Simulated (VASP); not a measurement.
# Cd3InO (Pmmm) in VASP: single point with PBE

Aim: the single point of Cd3InO with PBE.

Program: VASP 6.6.1. These are calculated values, not measurements. Logs are shortened: lines on timing, memory, paths and dates and some standing lists are left out, and cuts for length are marked.

**1. The cell of the first run**

The structure is orthorhombic, space group Pmmm (No. 47). The conventional cell has a = 4.489 Å, b = 4.615 Å, c = 6.164 Å, α = 90.00°, β = 90.00°, γ = 90.00°. Cd (site symmetry mm2) has 3 Cd at 2.31 to 2.58 Å and 2 O at 2.52 Å and 2 In at 3.01 Å within 3.1 Å. Within 3.4 Å of Cd (site symmetry mmm) lie 4 Cd at 2.58 Å and 2 In at 3.08 Å and 4 O at 3.22 Å. In (site symmetry mmm) has 6 Cd at 3.01 to 3.08 Å within 4.0 Å. O (site symmetry mmm) has 8 Cd at 2.52 to 3.22 Å within 3.3 Å.

The cell was built from a structure type or drawn by symmetry, and may not be a known phase.

**2. Single point, PBE, collinear spin, ferromagnetic start**

INCAR reads:

```
  PREC = Accurate
  ENCUT = 520
  EDIFF = 1E-6
  ISMEAR = 0
  SIGMA = 0.1
  LREAL = False
  LASPH = True
  NELM = 150
  ALGO = Normal
  ISIF = 2
  LWAVE = False
  LCHARG = False
  ISPIN = 2
  MAGMOM = 0 0 0 0 1
  LORBIT = 11
  GGA = PE
  NBANDS = 40
```

KPOINTS reads:

```
Automatic mesh
0
Gamma
  4 4 4
```

POSCAR reads:

```
Cd3InO
1.0
    4.4894759700      0.0000000000      0.0000000000
    0.0000000000      4.6145095800      0.0000000000
    0.0000000000      0.0000000000      6.1641865400
Cd In O
3 1 1
Direct
    0.0000000000      0.0000000000      0.1875547700
    0.0000000000      0.0000000000      0.8124452300
    0.0000000000      0.5000000000      0.0000000000
    0.0000000000      0.5000000000      0.5000000000
    0.5000000000      0.0000000000      0.0000000000
```

Potentials or basis: VASP PAW PBE potentials, release 64 (Cd, In_d, O).

Run with:

```bash
> cat potpaw_PBE.64/Cd/POTCAR potpaw_PBE.64/In_d/POTCAR potpaw_PBE.64/O/POTCAR > POTCAR
> mpirun -np 1 vasp_std > vasp.out
```

OUTCAR:

```text
PREC = Accurate
   ENCUT = 520
   EDIFF = 1E-6
   ISMEAR = 0
   LREAL = False
   LASPH = True
   NELM = 150
   ISIF = 2
   ISPIN = 2
   LORBIT = 11
   GGA = PE

 ion  position               nearest neighbor table
   1  0.000  0.000  0.188-   2 2.31   5 2.52   5 2.52   3 2.58   3 2.58   4 3.01   4 3.01
   2  0.000  0.000  0.812-   1 2.31   5 2.52   5 2.52   3 2.58   3 2.58   4 3.01   4 3.01
   3  0.000  0.500  0.000-   1 2.58   2 2.58   1 2.58   2 2.58   4 3.08   4 3.08
   4  0.000  0.500  0.500-   1 3.01   2 3.01   1 3.01   2 3.01   3 3.08   3 3.08
   5  0.500  0.000  0.000-   1 2.52   2 2.52   1 2.52   2 2.52

  LATTYP: Found a simple orthorhombic cell.
 ALAT       =     4.4894759700
 B/A-ratio  =     1.0278503796
 C/A-ratio  =     1.3730303005

  Lattice vectors:

 A1 = (   4.4894759700,   0.0000000000,   0.0000000000)
 A2 = (   0.0000000000,   4.6145095800,   0.0000000000)
 A3 = (   0.0000000000,   0.0000000000,   6.1641865400)

Analysis of symmetry for initial positions (statically):
=====================================================================
 Subroutine PRICEL returns:
 Original cell was already a primitive cell.

 Routine SETGRP: Setting up the symmetry group for a
 simple orthorhombic supercell.

 Subroutine GETGRP returns: Found  8 space group operations
 (whereof  8 operations were pure point group operations)
 out of a pool of  8 trial point group operations.

The static configuration has the point symmetry D_2h.

Analysis of symmetry for dynamics (positions and initial velocities):
=====================================================================
 Subroutine PRICEL returns:
 Original cell was already a primitive cell.

 Routine SETGRP: Setting up the symmetry group for a
 simple orthorhombic supercell.

 Subroutine GETGRP returns: Found  8 space group operations
 (whereof  8 operations were pure point group operations)
 out of a pool of  8 trial point group operations.

The dynamic configuration has the point symmetry D_2h.

Analysis of structural, dynamic, and magnetic symmetry:
=====================================================================
 Subroutine PRICEL returns:
 Original cell was already a primitive cell.

 Routine SETGRP: Setting up the symmetry group for a
 simple orthorhombic supercell.

 Subroutine GETGRP returns: Found  8 space group operations
 (whereof  8 operations were pure point group operations)
 out of a pool of  8 trial point group operations.

The overall configuration has the point symmetry D_2h.

 Subroutine INISYM returns: Found  8 space group operations
[... 136 lines left out ...]
  energy-cutoff  :      520.00
  volume of cell :      127.70
 maximum number of plane-waves:      3465
 NGX is ok and might be reduce to    36
   NGX = 17   NGY = 17   NGZ = 23

 number of electron      54.9999991 magnetization       0.0061046

 number of electron      54.9999991 magnetization      -0.0001496

 Free energy of the ion-electron system (eV)
  ---------------------------------------------------
  ext. energy  EPLUGINS =         0.00000000
  ---------------------------------------------------
  free energy    TOTEN  =        -7.35767013 eV

  energy without entropy =       -7.34656669  energy(sigma->0) =       -7.35211841

 E-fermi :   2.1756     XC(G=0):  -9.1349

 val. band max:        2.1599643483   @ k =   0.5000   0.0000   0.5000
 cond. band min:       2.2006774874   @ k =   0.2500   0.0000   0.0000
 fundamental gap:      0.0407131392
 Fermi energy:         2.1755795315

 spin component 1

 k-point     1 :       0.0000    0.0000    0.0000
  band No.  band energies     occupation
      1     -14.3335      1.00000
      2     -12.8568      1.00000
      3     -12.7784      1.00000
      4     -12.7595      1.00000
      5     -12.7503      1.00000
      6     -12.7277      1.00000
[... 997 lines left out ...]
     38      10.6857      0.00000
     39      11.1902      0.00000

 [... further k-points ...]

 spin component 2

 k-point     1 :       0.0000    0.0000    0.0000
  band No.  band energies     occupation
      1     -14.3336      1.00000
      2     -12.8568      1.00000
      3     -12.7784      1.00000
      4     -12.7595      1.00000
      5     -12.7503      1.00000
      6     -12.7277      1.00000
[... 997 lines left out ...]
     38      10.6857      0.00000
     39      11.1902      0.00000

 [... further k-points ...]

 [bands above 39 left out]

------------------------ aborting loop because EDIFF is reached ----------------------------------------

  FORCE on cell =-STRESS in cart. coord.  units (eV):
  Direction    XX          YY          ZZ          XY          YZ          ZX
  --------------------------------------------------------------------------------------
  -------------------------------------------------------------------------------------
  Total       -5.5107879     13.5901043     14.0172870      0.0000000      0.0000000      0.0000000
  in kB      -69.1396705    170.5047159    175.8642535      0.0000000      0.0000000      0.0000000
  external PRESSURE =      92.4097663 kB  Pullay stress =       0.0000000 kB

 VOLUME and BASIS-vectors are now :
 -----------------------------------------------------------------------------
  energy-cutoff  :      520.00
  volume of cell :      127.70
      direct lattice vectors                 reciprocal lattice vectors
     4.489475970  0.000000000  0.000000000     0.222743146  0.000000000  0.000000000
     0.000000000  4.614509580  0.000000000     0.000000000  0.216707753  0.000000000
     0.000000000  0.000000000  6.164186540     0.000000000  0.000000000  0.162227407

 POSITION                                       TOTAL-FORCE (eV/Angst)
 -----------------------------------------------------------------------------------
      0.00000      0.00000      1.15612         0.000000      0.000000      6.492474
      0.00000      0.00000      5.00806         0.000000      0.000000     -6.492474
      0.00000      2.30725      0.00000         0.000000      0.000000      0.000000
      0.00000      2.30725      3.08209         0.000000      0.000000      0.000000
      2.24474      0.00000      0.00000         0.000000      0.000000      0.000000
 -----------------------------------------------------------------------------------
    total drift:                               -0.000000      0.000000     -0.000000

  FREE ENERGIE OF THE ION-ELECTRON SYSTEM (eV)
  ---------------------------------------------------
  free  energy   TOTEN  =        -7.3576701348 eV

  energy  without entropy=       -7.3465666914  energy(sigma->0) =       -7.35211841

 total charge

# of ion       s       p       d       tot
------------------------------------------
    1        0.556   0.366   9.541  10.463
    2        0.556   0.366   9.541  10.463
    3        0.608   0.330   9.510  10.448
    4        0.978   0.528   9.833  11.338
    5        1.597   3.202   0.000   4.799
--------------------------------------------------
tot          4.296   4.791  38.424  47.511

 magnetization (x)

# of ion       s       p       d       tot
------------------------------------------
    1        0.000  -0.000  -0.000  -0.000
    2        0.000  -0.000  -0.000  -0.000
    3       -0.000  -0.000   0.000  -0.000
    4       -0.000  -0.000   0.000  -0.000
    5        0.000  -0.000   0.000  -0.000
--------------------------------------------------
tot         -0.000  -0.000  -0.000  -0.000
```

OSZICAR:

```text
N       E                     dE             d eps       ncg     rms          rms(c)
DAV:   1     0.527063781592E+03    0.52706E+03   -0.26920E+04  4336   0.149E+03
DAV:   2     0.380256345312E+02   -0.48904E+03   -0.46359E+03  4432   0.422E+02
DAV:   3    -0.937014602355E+01   -0.47396E+02   -0.46363E+02  5144   0.130E+02
DAV:   4    -0.109586981733E+02   -0.15886E+01   -0.15862E+01  4688   0.231E+01
DAV:   5    -0.109966472364E+02   -0.37949E-01   -0.37945E-01  6176   0.370E+00    0.153E+01
DAV:   6    -0.903631428860E+01    0.19603E+01   -0.23666E+01  5760   0.273E+01    0.168E+01
DAV:   7    -0.767187996084E+01    0.13644E+01   -0.23235E+01  5432   0.980E+00    0.676E+00
DAV:   8    -0.737330775375E+01    0.29857E+00   -0.20645E+00  4800   0.499E+00    0.355E+00
DAV:   9    -0.736775432789E+01    0.55534E-02   -0.16970E-01  4736   0.190E+00    0.108E+00
DAV:  10    -0.735723022770E+01    0.10524E-01   -0.12574E-01  5160   0.947E-01    0.484E-01
DAV:  11    -0.735786763581E+01   -0.63741E-03   -0.51353E-03  4752   0.310E-01    0.290E-01
DAV:  12    -0.735768174413E+01    0.18589E-03   -0.56146E-03  5032   0.202E-01    0.952E-02
DAV:  13    -0.735766899686E+01    0.12747E-04   -0.55553E-04  4712   0.102E-01    0.284E-02
DAV:  14    -0.735766620644E+01    0.27904E-05   -0.48426E-05  5152   0.309E-02    0.133E-02
DAV:  15    -0.735766935646E+01   -0.31500E-05   -0.57413E-06  4328   0.113E-02    0.575E-03
DAV:  16    -0.735767013480E+01   -0.77835E-06   -0.11160E-06  3824   0.533E-03
   1 F= -.73576701E+01 E0= -.73521184E+01  d E =-.111034E-01  mag=     0.0000
```

stdout:

```text
POSCAR found type information on POSCAR CdInO
 POSCAR found :  3 types and       5 ions
 scaLAPACK will be used
 LDA part: xc-table for (Slater+PW92), standard interpolation
 POSCAR, INCAR and KPOINTS ok, starting setup
 FFT: planning ... GRIDC
 FFT: planning ... GRID_SOFT
 FFT: planning ... GRID
 WAVECAR not read
 entering main loop
```

It took 6.7 min on 1 thread of AMD EPYC 7R43 (Zen 3), shared host; peak memory 0.37 GiB.

Results:

```
Free energy                                           : -7.3577 eV
Pressure                                              : 9.2 GPa
Largest force                                         : 6.492 eV/Å
Net moment                                            : 0.00 μB per cell
Valence electrons inside the program's atomic spheres : Cd 10.46, 10.45 (each value once); In 11.34; O 4.80
```

Forces on the atoms (eV/Å):
```
Cd   0.000  0.000  6.492
Cd   0.000  0.000 -6.492
Cd   0.000  0.000  0.000
In   0.000  0.000  0.000
O    0.000  0.000  0.000
```

Stress tensor (GPa, compression positive):
```
-6.91  0.00  0.00
 0.00 17.05  0.00
 0.00  0.00 17.59
```

Caveat: the cell stands under pressure; spin-orbit coupling is left out, which moves the levels of the heavy elements; forces of over 1 eV/Å act on the atoms, so gaps and moduli don't describe the material at rest.
